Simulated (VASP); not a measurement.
# NaCl (Fm-3m) in VASP: notebook, part 2 of 2

VASP 6.6.1.

## Step 4: Vibrations by perturbation theory, LDA (20.70 Å³/atom)

This run uses another cell than the first one, of 20.70 Å³/atom.

File INCAR:

```
  PREC = Accurate
  ENCUT = 520
  EDIFF = 1E-8
  ISMEAR = 0
  SIGMA = 0.01
  LREAL = False
  LASPH = True
  NELM = 80
  ALGO = Normal
  ISIF = 2
  LWAVE = False
  LCHARG = True
  GGA = CA
  NBANDS = 14
  IBRION = 8
  NSW = 1
```

File KPOINTS:

```
Automatic mesh
0
Gamma
  8 8 8
```

File POSCAR:

```
NaCl
1.0
    0.0000000000      2.7457868334      2.7457868334
    2.7457868334      0.0000000000      2.7457868334
    2.7457868334      2.7457868334      0.0000000000
Na Cl
1 1
Direct
    0.0000000000      0.0000000000      0.0000000000
    0.5000000000      0.5000000000      0.5000000000
```

Potentials or basis: VASP PAW LDA potentials, release 64 (Na_pv, Cl).

Started as:

```sh
$ cat potpaw_LDA.64/Na_pv/POTCAR potpaw_LDA.64/Cl/POTCAR > POTCAR
$ mpirun -np 1 vasp_std > vasp.out
```

OUTCAR:

```text
PREC = Accurate
   ENCUT = 520
   EDIFF = 1E-8
   ISMEAR = 0
   LREAL = False
   LASPH = True
   NELM = 80
   ISIF = 2
   GGA = CA
   IBRION = 8
   NSW = 1

 ion  position               nearest neighbor table
   1  0.000  0.000  0.000-
   2  0.500  0.500  0.500-

  LATTYP: Found a face centered cubic cell.
 ALAT       =     5.4915736668

  Lattice vectors:

 A1 = (   0.0000000000,   2.7457868334,   2.7457868334)
 A2 = (   2.7457868334,   0.0000000000,   2.7457868334)
 A3 = (   2.7457868334,   2.7457868334,   0.0000000000)

Analysis of symmetry for initial positions (statically):
=====================================================================
 Subroutine PRICEL returns:
 Original cell was already a primitive cell.

 Routine SETGRP: Setting up the symmetry group for a
 face centered cubic supercell.

[... 634 lines left out ...]

------------------------ aborting loop because EDIFF is reached ----------------------------------------

 INTERNAL STRAIN TENSOR  FOR ION    2  DIRECTION 1   (eV/Angst):
 -----------------------------------------------------------------------------
     0.00642 -0.00000  0.00000
     0.00000  0.00228 -0.00000
    -0.00000 -0.00000  0.00228

 INTERNAL STRAIN TENSOR FOR ION    2 for displacements in x,y,z  (eV/Angst):
          X           Y           Z          XY          YZ          ZX
  --------------------------------------------------------------------------------
  x     0.00000     0.00000     0.00000     0.00000     0.00000     0.00000
  y     0.00000     0.00000     0.00000     0.00000     0.00000     0.00000
  z     0.00000     0.00000     0.00000     0.00000     0.00000     0.00000

 SECOND DERIVATIVES (NOT SYMMETRIZED)
 ------------------------------------
               1X          1Y          1Z          2X          2Y          2Z
  1X    -1.696851    0.000000    0.000000    1.696851    0.000000    0.000000
  1Y     0.000000   -1.696851    0.000000    0.000000    1.696851    0.000000
  1Z     0.000000    0.000000   -1.696851    0.000000    0.000000    1.696851
  2X     1.708836    0.000000    0.000000   -1.708836    0.000000    0.000000
  2Y     0.000000    1.708836    0.000000    0.000000   -1.708836    0.000000
  2Z     0.000000    0.000000    1.708836    0.000000    0.000000   -1.708836

 Eigenvectors and eigenvalues of the dynamical matrix
 ----------------------------------------------------

   1 f  =    5.460671 THz    34.310407 2PiTHz  182.148372 cm-1    22.583510 meV
             X         Y         Z           dx          dy          dz
      0.000000  0.000000  0.000000    -0.459732   -0.627368    0.000000
      2.745787  2.745787  2.745787     0.371515    0.506984   -0.000000
[... 21 lines left out ...]
   6 f/i=    0.009394 THz     0.059026 2PiTHz    0.313361 cm-1     0.038852 meV
             X         Y         Z           dx          dy          dz
      0.000000  0.000000  0.000000    -0.556431   -0.194738    0.217986
      2.745787  2.745787  2.745787    -0.688557   -0.240978    0.269746

--------------------------------------------------------------------------------------------------------

 ELASTIC MODULI CONTR FROM IONIC RELAXATION (kBar)
 Direction    XX          YY          ZZ          XY          YZ          ZX
 --------------------------------------------------------------------------------
 XX           0.0000      0.0000      0.0000      0.0000      0.0000      0.0000
 YY           0.0000      0.0000      0.0000      0.0000      0.0000      0.0000
 ZZ           0.0000      0.0000      0.0000      0.0000      0.0000      0.0000
 XY           0.0000      0.0000      0.0000      0.0000      0.0000      0.0000
 YZ           0.0000      0.0000      0.0000      0.0000      0.0000      0.0000
 ZX           0.0000      0.0000      0.0000      0.0000      0.0000      0.0000
 --------------------------------------------------------------------------------
```

stdout:

```text
POSCAR found type information on POSCAR NaCl
 POSCAR found :  2 types and       2 ions
 scaLAPACK will be used
 LDA part: xc-table for (Slater(with rela. corr.)+CA(PZ))
 , standard interpolation
 POSCAR, INCAR and KPOINTS ok, starting setup
 FFT: planning ... GRIDC
 FFT: planning ... GRID_SOFT
 FFT: planning ... GRID
 WAVECAR not read
 entering main loop
 Linear response reoptimize wavefunctions to high precision
 Linear response DOF=           2
 Linear response progress:
 first order change of Fermi-energy   0.57141E-04
 force on displaced ion       1 direction 1 :  -1.697   0.000   0.000
 Linear response progress:
 first order change of Fermi-energy  -0.26819E-03
 force on displaced ion       2 direction 1 :  -1.709   0.000   0.000
 Linear response finished
```

Run time: 3.4 min. Hardware: 1 thread of Intel Xeon 8259CL, shared host; peak memory 0.21 GiB.

What came out:

- Highest phonon frequency at Γ, LO-TO splitting left out: 182 cm⁻¹

Phonon frequencies in cm⁻¹ (negative: imaginary):
```tsv
q point	frequencies
(0.000, 0.000, 0.000)	0 0 0 182 182 182
```

## Step 5: Vibrations by perturbation theory, LDA (20.70 Å³/atom)

This run uses another cell than the first one, of 20.70 Å³/atom.

File INCAR:

```
SYSTEM = NaCl
PREC = Accurate
ENCUT = 520
EDIFF = 1E-8
ISMEAR = 0
SIGMA = 0.01
LREAL = .False.
LASPH = .True.
NELM = 100
ALGO = Normal
ISIF = 2
LWAVE = .False.
LCHARG = .False.
IBRION = 8
NSW = 1
```

File KPOINTS:

```
Automatic mesh
0
Gamma
  8 8 8
  0 0 0
```

POSCAR is that of step 4.

Potentials or basis: VASP PAW LDA potentials, release 64 (Na_pv, Cl).

Started as:

```sh
$ cat potpaw_LDA.64/Na_pv/POTCAR potpaw_LDA.64/Cl/POTCAR > POTCAR
$ mpirun -np 1 vasp_std > vasp.out
```

OUTCAR:

```text
SYSTEM = NaCl
   PREC = Accurate
   ENCUT = 520
   EDIFF = 1E-8
   ISMEAR = 0
   LREAL = .False.
   LASPH = .True.
   NELM = 100
   ISIF = 2
   IBRION = 8
   NSW = 1

 ion  position               nearest neighbor table
   1  0.000  0.000  0.000-
   2  0.500  0.500  0.500-

  LATTYP: Found a face centered cubic cell.
 ALAT       =     5.4915736668

  Lattice vectors:

 A1 = (   0.0000000000,   2.7457868334,   2.7457868334)
[... 590 lines left out ...]
 ------------------------------------
               1X          1Y          1Z          2X          2Y          2Z
  1X    -1.696510    0.000000    0.000000    1.696510    0.000000    0.000000
  1Y     0.000000   -1.696510    0.000000    0.000000    1.696510    0.000000
  1Z     0.000000    0.000000   -1.696510    0.000000    0.000000    1.696510
  2X     1.709169    0.000000    0.000000   -1.709169    0.000000    0.000000
  2Y     0.000000    1.709169    0.000000    0.000000   -1.709169    0.000000
  2Z     0.000000    0.000000    1.709169    0.000000    0.000000   -1.709169

 Eigenvectors and eigenvalues of the dynamical matrix
 ----------------------------------------------------

   1 f  =    5.460550 THz    34.309645 2PiTHz  182.144328 cm-1    22.583008 meV
             X         Y         Z           dx          dy          dz
      0.000000  0.000000  0.000000     0.000000    0.777720    0.000000
      2.745787  2.745787  2.745787     0.000000   -0.628610    0.000000
[... 21 lines left out ...]
   6 f/i=    0.009923 THz     0.062348 2PiTHz    0.330996 cm-1     0.041038 meV
             X         Y         Z           dx          dy          dz
      0.000000  0.000000  0.000000     0.000000    0.000000   -0.628610
      2.745787  2.745787  2.745787     0.000000    0.000000   -0.777720

--------------------------------------------------------------------------------------------------------

 ELASTIC MODULI CONTR FROM IONIC RELAXATION (kBar)
 Direction    XX          YY          ZZ          XY          YZ          ZX
 --------------------------------------------------------------------------------
 XX           0.0000      0.0000      0.0000      0.0000      0.0000      0.0000
 YY           0.0000      0.0000      0.0000      0.0000      0.0000      0.0000
 ZZ           0.0000      0.0000      0.0000      0.0000      0.0000      0.0000
 XY           0.0000      0.0000      0.0000      0.0000      0.0000      0.0000
 YZ           0.0000      0.0000      0.0000      0.0000      0.0000      0.0000
 ZX           0.0000      0.0000      0.0000      0.0000      0.0000      0.0000
 --------------------------------------------------------------------------------
```

OSZICAR:

```text
N       E                     dE             d eps       ncg     rms          rms(c)
DAV:   1     0.917900416061E+02    0.91790E+02   -0.75176E+03   638   0.130E+03
DAV:   2    -0.477086134905E+00   -0.92267E+02   -0.85574E+02   735   0.270E+02
DAV:   3    -0.745238804155E+01   -0.69753E+01   -0.69356E+01   781   0.763E+01
[... 40 lines left out ...]
RMM:   9    -0.189439421435E+00    0.62030E-05    0.32435E-08  2348   0.569E-04    0.115E-04
RMM:  10    -0.189439762364E+00   -0.34093E-06    0.19439E-08  2396   0.152E-04    0.246E-05
RMM:  11    -0.189439947596E+00   -0.18523E-06    0.77640E-08  2495   0.532E-05    0.698E-06
RMM:  12    -0.189440014028E+00   -0.66432E-07    0.16453E-07  2296   0.202E-05    0.162E-06
RMM:  13    -0.189440042634E+00   -0.28606E-07    0.73296E-08  2002   0.959E-06    0.134E-06
RMM:  14    -0.189440038645E+00    0.39888E-08    0.33112E-08  1728   0.492E-06    0.844E-07
 Linear response finished
```

stdout:

```text
POSCAR found type information on POSCAR NaCl
 POSCAR found :  2 types and       2 ions
 scaLAPACK will be used
 LDA part: xc-table for (Slater(with rela. corr.)+CA(PZ))
 , standard interpolation
 POSCAR, INCAR and KPOINTS ok, starting setup
 FFT: planning ... GRIDC
 FFT: planning ... GRID_SOFT
 FFT: planning ... GRID
 WAVECAR not read
 entering main loop
 Linear response reoptimize wavefunctions to high precision
 Linear response DOF=           2
 Linear response progress:
 first order change of Fermi-energy   0.45407E-03
 force on displaced ion       1 direction 1 :  -1.697   0.000   0.000
 Linear response progress:
 first order change of Fermi-energy  -0.12809E-02
 force on displaced ion       2 direction 1 :  -1.709   0.000   0.000
 Linear response finished
```

Run time: 2.6 min. Hardware: 1 thread of Intel Xeon 8259CL, shared host; peak memory 0.21 GiB.

What came out:

```
Highest phonon frequency at Γ, LO-TO splitting left out : 182 cm⁻¹
```

Phonon frequencies in cm⁻¹ (negative: imaginary):
```tsv
q point	frequencies
(0.000, 0.000, 0.000)	0 0 0 182 182 182
```
